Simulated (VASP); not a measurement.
As:

```xyz
4
Lattice="1.8490 -5.5724 0.0000 1.8490 5.5724 0.0000 0.0000 0.0000 4.5288" Properties=species:S:1:pos:R:3 pbc="T T T"
As    1.8490    1.2259    2.5361
As    1.8490   -4.3465    4.2571
As    1.8490   -1.2259    1.9927
As    1.8490    4.3465    0.2717
```

Base run:

- Program: VASP 6.6.1
- Functional: PBE
- Potentials or basis: VASP PAW PBE potentials, release 64 (As)
- Cutoff: 520 eV
- k mesh: 8 × 8 × 6
- Occupations: fermi-dirac, width 0.05 eV
- Spin: no spin polarisation

Its results: band gap on the k mesh 0.13 eV, indirect (least direct gap 0.20 eV); pressure 0.5 GPa; largest force 0.212 eV/Å.

Q: The run is repeated on the same cell with these changes: functional from PBE to r2SCAN. What comes out?

A: Band gap on the k mesh 0.16 eV, indirect (least direct gap 0.18 eV); pressure -1.3 GPa; largest force 0.608 eV/Å.

Caveats: the PAW data sets were made with another functional, which shifts forces and pressure a little (some runs).

A k mesh can miss the band edges.
